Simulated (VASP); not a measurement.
# Tl (Fm-3m) in VASP: notebook

The runs below take Tl through single point, with PBE.

All numbers are computed with VASP 6.6.1; they aren't measurements. Logs are shortened: lines on timing, memory, paths and dates and some standing lists are left out, and cuts for length are marked.

### 1 The cell of the first run

The structure is cubic, space group Fm-3m (No. 225). The conventional cell has a = 4.859 Å, b = 4.859 Å, c = 4.859 Å, α = 90.00°, β = 90.00°, γ = 90.00°. Tl (site symmetry m-3m) has 12 Tl at 3.44 Å within 4.5 Å.

### 2 Single point, PBE

Contents of INCAR:

```
PREC = Accurate ; ENCUT = 520
EDIFF = 1E-6 ; ISMEAR = 0
SIGMA = 0.05 ; LREAL = F
LASPH = T ; NELM = 80
ALGO = Fast ; ISIF = 2
LWAVE = F ; LCHARG = F
GGA = PE ; NBANDS = 12
```

Contents of KPOINTS:

```
regular mesh
0
Gamma
  14 14 14
```

Contents of POSCAR:

```
Tl
1.0
    0.0000000000      2.4294942695      2.4294942695
    2.4294942695      0.0000000000      2.4294942695
    2.4294942695      2.4294942695      0.0000000000
Tl
1
Direct
    0.0000000000      0.0000000000      0.0000000000
```

Potentials or basis: VASP PAW PBE potentials, release 64 (Tl_d).

Started as:

```bash
cat potpaw_PBE.64/Tl_d/POTCAR > POTCAR
mpirun -np 1 vasp_std > vasp.out
```

OUTCAR:

```text
PREC = Accurate
   ENCUT = 520
   EDIFF = 1E-6
   ISMEAR = 0
   LREAL = F
   LASPH = T
   NELM = 80
   ISIF = 2
   GGA = PE

 ion  position               nearest neighbor table
   1  0.000  0.000  0.000-

  LATTYP: Found a face centered cubic cell.
 ALAT       =     4.8589885390

  Lattice vectors:

 A1 = (   0.0000000000,   2.4294942695,   2.4294942695)
 A2 = (   2.4294942695,   0.0000000000,   2.4294942695)
 A3 = (   2.4294942695,   2.4294942695,   0.0000000000)

Analysis of symmetry for initial positions (statically):
=====================================================================
 Subroutine PRICEL returns:
 Original cell was already a primitive cell.

 Routine SETGRP: Setting up the symmetry group for a
 face centered cubic supercell.

 Subroutine GETGRP returns: Found 48 space group operations
[... 9 lines left out ...]

 Routine SETGRP: Setting up the symmetry group for a
 face centered cubic supercell.

 Subroutine GETGRP returns: Found 48 space group operations
[... 11 lines left out ...]
                                     Primitive cell

  volume of cell :      28.6799

  direct lattice vectors                    reciprocal lattice vectors
     0.000000000  2.429494270  2.429494270    -0.205804149  0.205804149  0.205804149
     2.429494270  0.000000000  2.429494270     0.205804149 -0.205804149  0.205804149
     2.429494270  2.429494270  0.000000000     0.205804149  0.205804149 -0.205804149

  length of vectors
     3.435823746  3.435823746  3.435823746     0.356463242  0.356463242  0.356463242

  position of ions in fractional coordinates (direct lattice)
     0.000000000  0.000000000  0.000000000

  ion indices of the primitive-cell ions
   primitive index   ion index
                 1           1

----------------------------------------------------------------------------------------

 KPOINTS: regular mesh

Automatic generation of k-mesh.
 Grid dimensions read from file:
 generate k-points for:   14   14   14

 Generating k-lattice:

  Cartesian coordinates                     Fractional coordinates (reciprocal lattice)
    -0.014700296  0.014700296  0.014700296     0.071428571  0.000000000  0.000000000
     0.014700296 -0.014700296  0.014700296     0.000000000  0.071428571  0.000000000
     0.014700296  0.014700296 -0.014700296     0.000000000  0.000000000  0.071428571

  Length of vectors
     0.025461660  0.025461660  0.025461660

  Shift w.r.t. Gamma in fractional coordinates (k-lattice)
     0.000000000  0.000000000  0.000000000

 Subroutine IBZKPT returns following result:
[... 50 lines left out ...]
   LREAL  =      F    real-space projection
   EDIFFG = 0.1E-04   stopping-criterion for IOM
   NSW    =      0    number of steps for IOM
   IBRION =     -1    ionic relax: 0-MD 1-quasi-New 2-CG
   NFREE  =      0    steps in history (QN), initial steepest desc. (CG)
   ISIF   =      2    stress and relaxation
   ISYM   =      2    0-nonsym 1-usesym 2-fastsym
   POTIM  = 0.5000    time-step for ionic-motion
   TEBEG  =    0.0;   TEEND  =   0.0 temperature during run
   PSTRESS=    0.0 pullay stress
   NELECT =      13.0000    total number of electrons
   NUPDOWN=      -1.0000    fix difference up-down
   EMIN   =  10.00;   EMAX   =-10.00  energy-range for DOS
   EFERMI =   0.00;   METHOD = LEGACY
   ISMEAR =     0;   SIGMA  =   0.05  broadening in eV -4-tet -1-fermi 0-gaus
   EFERMI_NEDOS =   21; number of points for ismear=-14 and -15
   IALGO  =     68    algorithm
   IMIX   =      4    mixing-type and parameters
     AMIX     =   0.40;   BMIX     =  1.00
     AMIX_MAG =   1.60;   BMIX_MAG =  1.00
  volume/ion in A,a.u.               =      28.68       193.54
  Fermi-wavevector in a.u.,A,eV,Ry     =   1.257564  2.376451 21.517165  1.581467
  Thomas-Fermi vector in A             =   2.391217
   LORBIT       =      0    0 simple, 1 ext, 2 COOP (PROOUT), +10 PAW based schemes
   GGA     = PE    functional components
   LHFCALC =     F    Hartree Fock is set to
   AEXX    =    0.0000 exact exchange contribution
   IVDW    =     0    specifies the selected vdW correction
   LEPSILON=     F    determine dielectric tensor
   LRPA    =     F    only Hartree local field effects (RPA)
 non-spin polarized calculation
 RMM-DIIS sequential band-by-band and
 Gauss-broadening in eV      SIGMA  =   0.05
  energy-cutoff  :      520.00
  volume of cell :       28.68
 maximum number of plane-waves:       785
 NGX is ok and might be reduce to    28
   NGX = 13   NGY = 13   NGZ = 13

 number of electron      12.9999999 magnetization

 Free energy of the ion-electron system (eV)
  ---------------------------------------------------
  ext. energy  EPLUGINS =         0.00000000
  ---------------------------------------------------
  free energy    TOTEN  =        -2.18620699 eV

  energy without entropy =       -2.18533240  energy(sigma->0) =       -2.18576970

 E-fermi :   6.5276     XC(G=0): -10.1768

 val. band max:        6.5142851848   @ k =  -0.2857   0.4286   0.2143
 cond. band min:       6.5377707037   @ k =  -0.3571   0.4286   0.2143
 fundamental gap:      0.0234855189
 Fermi energy:         6.5275722557

 k-point     1 :       0.0000    0.0000    0.0000
  band No.  band energies     occupation
      1      -5.0630      2.00000
      2      -5.0630      2.00000
      3      -5.0630      2.00000
      4      -4.7888      2.00000
      5      -4.7888      2.00000
      6      -3.4805      2.00000
      7      16.8061      0.00000
      8      16.8061      0.00000
      9      16.8061      0.00000
     10      17.4935      0.00000
     11      20.8592      0.00000
     12      21.6252      0.00000
[... 331 lines left out ...]
 k-point    24 :       0.2857    0.1429    0.0000
  band No.  band energies     occupation
      1      -5.1722      2.00000
      2      -4.9695      2.00000
      3      -4.9059      2.00000
      4      -4.8569      2.00000
      5      -4.6642      2.00000
      6      -1.8259      2.00000
      7      10.1852      0.00000
      8      13.7300      0.00000
      9      14.2758      0.00000
     10      16.6802      0.00000
     11      18.5847      0.00000
     12      22.7703      0.00000

 [... further k-points ...]
[... 5 lines left out ...]
  --------------------------------------------------------------------------------------
  -------------------------------------------------------------------------------------
  Total        0.4890622      0.4890622      0.4890622     -0.0000000     -0.0000000      0.0000000
  in kB       27.3210314     27.3210314     27.3210314     -0.0000000     -0.0000000      0.0000000
  external PRESSURE =      27.3210314 kB  Pullay stress =       0.0000000 kB

 VOLUME and BASIS-vectors are now :
 -----------------------------------------------------------------------------
  energy-cutoff  :      520.00
  volume of cell :       28.68
      direct lattice vectors                 reciprocal lattice vectors
     0.000000000  2.429494270  2.429494270    -0.205804149  0.205804149  0.205804149
     2.429494270  0.000000000  2.429494270     0.205804149 -0.205804149  0.205804149
     2.429494270  2.429494270  0.000000000     0.205804149  0.205804149 -0.205804149

 POSITION                                       TOTAL-FORCE (eV/Angst)
 -----------------------------------------------------------------------------------
      0.00000      0.00000      0.00000         0.000000      0.000000      0.000000
 -----------------------------------------------------------------------------------
    total drift:                               -0.000000     -0.000000     -0.000000

  FREE ENERGIE OF THE ION-ELECTRON SYSTEM (eV)
  ---------------------------------------------------
  free  energy   TOTEN  =        -2.1862069892 eV

  energy  without entropy=       -2.1853324043  energy(sigma->0) =       -2.18576970
```

Wall time 20 s (1 thread of Intel Xeon Platinum 8488C (Sapphire Rapids), shared host); peak memory 0.17 GiB.

What came out:

```yaml
Free_energy: -2.1862 eV
Pressure: 2.7 GPa
```

Caveat: spin-orbit coupling is left out, which moves the levels of the heavy elements.

### 3 Single point, PBE

This run uses another cell than the first one, of 29.21 Å³/atom, 1.019 times its volume.

Contents of INCAR:

```
SYSTEM = Tl
PREC = Accurate
ENCUT = 520
EDIFF = 1E-6
ISMEAR = 0
SIGMA = 0.05
LREAL = .False.
LASPH = .True.
NELM = 60
ALGO = Normal
ISIF = 2
LWAVE = .False.
LCHARG = .False.
GGA = PE
NBANDS = 12
```

Contents of KPOINTS:

```
Automatic mesh
0
Gamma
  14 14 14
  0 0 0
```

Contents of POSCAR:

```
Tl
1.0
    0.0000000000      2.4444247235      2.4444247235
    2.4444247235      0.0000000000      2.4444247235
    2.4444247235      2.4444247235      0.0000000000
Tl
1
Direct
    0.0000000000      0.0000000000      0.0000000000
```

Potentials or basis: VASP PAW PBE potentials, release 64 (Tl_d).

Started as:

```bash
cat potpaw_PBE.64/Tl_d/POTCAR > POTCAR
mpirun -np 1 vasp_std > vasp.out
```

OUTCAR:

```text
SYSTEM = Tl
   PREC = Accurate
   ENCUT = 520
   EDIFF = 1E-6
   ISMEAR = 0
   LREAL = .False.
   LASPH = .True.
   NELM = 60
   ISIF = 2
   GGA = PE

 ion  position               nearest neighbor table
   1  0.000  0.000  0.000-

  LATTYP: Found a face centered cubic cell.
 ALAT       =     4.8888494470

  Lattice vectors:

 A1 = (   0.0000000000,   2.4444247235,   2.4444247235)
 A2 = (   2.4444247235,   0.0000000000,   2.4444247235)
 A3 = (   2.4444247235,   2.4444247235,   0.0000000000)

Analysis of symmetry for initial positions (statically):
[... 531 lines left out ...]
      6      -1.9264      2.00000
      7       9.9245      0.00000
      8      13.4366      0.00000
      9      13.9480      0.00000
     10      16.4221      0.00000
     11      18.2839      0.00000
     12      22.4336      0.00000

 [... further k-points ...]
[... 5 lines left out ...]
  --------------------------------------------------------------------------------------
  -------------------------------------------------------------------------------------
  Total        0.3640288      0.3640288      0.3640288      0.0000000      0.0000000      0.0000000
  in kB       19.9657825     19.9657825     19.9657825      0.0000000      0.0000000      0.0000000
  external PRESSURE =      19.9657825 kB  Pullay stress =       0.0000000 kB

 VOLUME and BASIS-vectors are now :
 -----------------------------------------------------------------------------
  energy-cutoff  :      520.00
  volume of cell :       29.21
      direct lattice vectors                 reciprocal lattice vectors
     0.000000000  2.444424724  2.444424724    -0.204547105  0.204547105  0.204547105
     2.444424724  0.000000000  2.444424724     0.204547105 -0.204547105  0.204547105
     2.444424724  2.444424724  0.000000000     0.204547105  0.204547105 -0.204547105

 POSITION                                       TOTAL-FORCE (eV/Angst)
 -----------------------------------------------------------------------------------
      0.00000      0.00000      0.00000        -0.000000      0.000000     -0.000000
 -----------------------------------------------------------------------------------
    total drift:                               -0.000000     -0.000000     -0.000000

  FREE ENERGIE OF THE ION-ELECTRON SYSTEM (eV)
  ---------------------------------------------------
  free  energy   TOTEN  =        -2.1942991829 eV

  energy  without entropy=       -2.1933423974  energy(sigma->0) =       -2.19382079
```

stdout:

```text
POSCAR found type information on POSCAR Tl
 POSCAR found :  1 types and       1 ions
 scaLAPACK will be used
 LDA part: xc-table for (Slater+PW92), standard interpolation
 POSCAR, INCAR and KPOINTS ok, starting setup
 FFT: planning ... GRIDC
 FFT: planning ... GRID_SOFT
 FFT: planning ... GRID
 WAVECAR not read
 entering main loop
```

Run time: 19 s. Hardware: 1 thread of Intel Xeon Platinum 8488C (Sapphire Rapids), shared host; peak memory 0.18 GiB.

What came out:

```
Free energy : -2.1943 eV
Pressure    : 2.0 GPa
```

Caveat: spin-orbit coupling is left out, which moves the levels of the heavy elements.

### 4 Single point, PBE

This run uses another cell than the first one, of 31.11 Å³/atom, 1.085 times its volume.

Contents of INCAR:

```
SYSTEM = Tl
ALGO = Normal
EDIFF = 1E-6
ENCUT = 520
GGA = PE
ISIF = 2
ISMEAR = 0
LASPH = .True.
LCHARG = .False.
LREAL = .False.
LWAVE = .False.
NBANDS = 12
NELM = 100
PREC = Accurate
SIGMA = 0.05
```

Contents of KPOINTS:

```
k-points
0
Gamma
  14 14 14
  0 0 0
```

Contents of POSCAR:

```
Tl
1.0
    0.0000000000      2.4961490801      2.4961490801
    2.4961490801      0.0000000000      2.4961490801
    2.4961490801      2.4961490801      0.0000000000
Tl
1
Direct
    0.0000000000      0.0000000000      0.0000000000
```

Potentials or basis: VASP PAW PBE potentials, release 64 (Tl_d).

Started as:

```bash
cat potpaw_PBE.64/Tl_d/POTCAR > POTCAR
mpirun -np 1 vasp_std > vasp.out
```

OUTCAR:

```text
SYSTEM = Tl
   EDIFF = 1E-6
   ENCUT = 520
   GGA = PE
   ISIF = 2
   ISMEAR = 0
   LASPH = .True.
   LREAL = .False.
   NELM = 100
   PREC = Accurate

 ion  position               nearest neighbor table
   1  0.000  0.000  0.000-

  LATTYP: Found a face centered cubic cell.
 ALAT       =     4.9922981602

  Lattice vectors:

 A1 = (   0.0000000000,   2.4961490801,   2.4961490801)
 A2 = (   2.4961490801,   0.0000000000,   2.4961490801)
 A3 = (   2.4961490801,   2.4961490801,   0.0000000000)

Analysis of symmetry for initial positions (statically):
=====================================================================
 Subroutine PRICEL returns:
 Original cell was already a primitive cell.

 Routine SETGRP: Setting up the symmetry group for a
 face centered cubic supercell.

 Subroutine GETGRP returns: Found 48 space group operations
[... 9 lines left out ...]

 Routine SETGRP: Setting up the symmetry group for a
 face centered cubic supercell.

 Subroutine GETGRP returns: Found 48 space group operations
[... 11 lines left out ...]
                                     Primitive cell

  volume of cell :      31.1058

[... 136 lines left out ...]

 val. band max:        5.6828476859   @ k =  -0.2857   0.5000   0.2143
 cond. band min:       5.7279811987   @ k =  -0.4286   0.3571   0.1429
 fundamental gap:      0.0451335128
 Fermi energy:         5.7279221434

 k-point     1 :       0.0000    0.0000    0.0000
  band No.  band energies     occupation
      1      -5.7837      2.00000
      2      -5.7837      2.00000
      3      -5.7837      2.00000
      4      -5.5619      2.00000
      5      -5.5619      2.00000
      6      -3.7692      2.00000
      7      15.2979      0.00000
      8      15.2979      0.00000
      9      15.2979      0.00000
     10      16.5490      0.00000
     11      19.0408      0.00000
     12      20.0405      0.00000
[... 331 lines left out ...]
 k-point    24 :       0.2857    0.1429    0.0000
  band No.  band energies     occupation
      1      -5.8670      2.00000
      2      -5.7049      2.00000
      3      -5.6546      2.00000
      4      -5.6077      2.00000
      5      -5.4594      2.00000
      6      -2.2564      2.00000
      7       9.0685      0.00000
      8      12.4704      0.00000
      9      12.8747      0.00000
     10      15.5651      0.00000
     11      17.2891      0.00000
     12      21.3415      0.00000

 [... further k-points ...]
[... 5 lines left out ...]
  --------------------------------------------------------------------------------------
  -------------------------------------------------------------------------------------
  Total       -0.0032590     -0.0032590     -0.0032590     -0.0000000      0.0000000      0.0000000
  in kB       -0.1678604     -0.1678604     -0.1678604     -0.0000000      0.0000000      0.0000000
  external PRESSURE =      -0.1678604 kB  Pullay stress =       0.0000000 kB

 VOLUME and BASIS-vectors are now :
 -----------------------------------------------------------------------------
  energy-cutoff  :      520.00
  volume of cell :       31.11
      direct lattice vectors                 reciprocal lattice vectors
     0.000000000  2.496149080  2.496149080    -0.200308549  0.200308549  0.200308549
     2.496149080  0.000000000  2.496149080     0.200308549 -0.200308549  0.200308549
     2.496149080  2.496149080  0.000000000     0.200308549  0.200308549 -0.200308549

 POSITION                                       TOTAL-FORCE (eV/Angst)
 -----------------------------------------------------------------------------------
      0.00000      0.00000      0.00000         0.000000      0.000000      0.000000
 -----------------------------------------------------------------------------------
    total drift:                               -0.000000     -0.000000     -0.000000

  FREE ENERGIE OF THE ION-ELECTRON SYSTEM (eV)
  ---------------------------------------------------
  free  energy   TOTEN  =        -2.2062662424 eV

  energy  without entropy=       -2.2052726526  energy(sigma->0) =       -2.20576945
```

OSZICAR:

```text
N       E                     dE             d eps       ncg     rms          rms(c)
DAV:   1     0.502577898497E+02    0.50258E+02   -0.66820E+03  2664   0.931E+02
DAV:   2    -0.165964360658E+01   -0.51917E+02   -0.50925E+02  2772   0.210E+02
DAV:   3    -0.222488493364E+01   -0.56524E+00   -0.56481E+00  3044   0.200E+01
DAV:   4    -0.222762053870E+01   -0.27356E-02   -0.27354E-02  2896   0.161E+00
DAV:   5    -0.222765532430E+01   -0.34786E-04   -0.34785E-04  3104   0.177E-01    0.167E+00
DAV:   6    -0.220927568566E+01    0.18380E-01   -0.30480E-02  2952   0.161E+00    0.121E+00
DAV:   7    -0.220635613206E+01    0.29196E-02   -0.10073E-02  2916   0.916E-01    0.537E-01
DAV:   8    -0.220625952918E+01    0.96603E-04   -0.40075E-04  2984   0.189E-01    0.309E-02
DAV:   9    -0.220626358250E+01   -0.40533E-05   -0.51223E-06  2900   0.212E-02    0.109E-02
DAV:  10    -0.220626625947E+01   -0.26770E-05   -0.21734E-06  2980   0.137E-02    0.852E-04
DAV:  11    -0.220626624243E+01    0.17046E-07   -0.44752E-08  1584   0.147E-03
   1 F= -.22062662E+01 E0= -.22057694E+01  d E =-.993590E-03
```

Wall time 20 s (1 thread of Intel Xeon Platinum 8488C (Sapphire Rapids), shared host); peak memory 0.18 GiB.

What came out:

| Property | Result |
| --- | --- |
| Free energy | -2.2063 eV |
| Pressure | 0.0 GPa |

Caveat: spin-orbit coupling is left out, which moves the levels of the heavy elements.

(Part 1 of 2 ends here.)
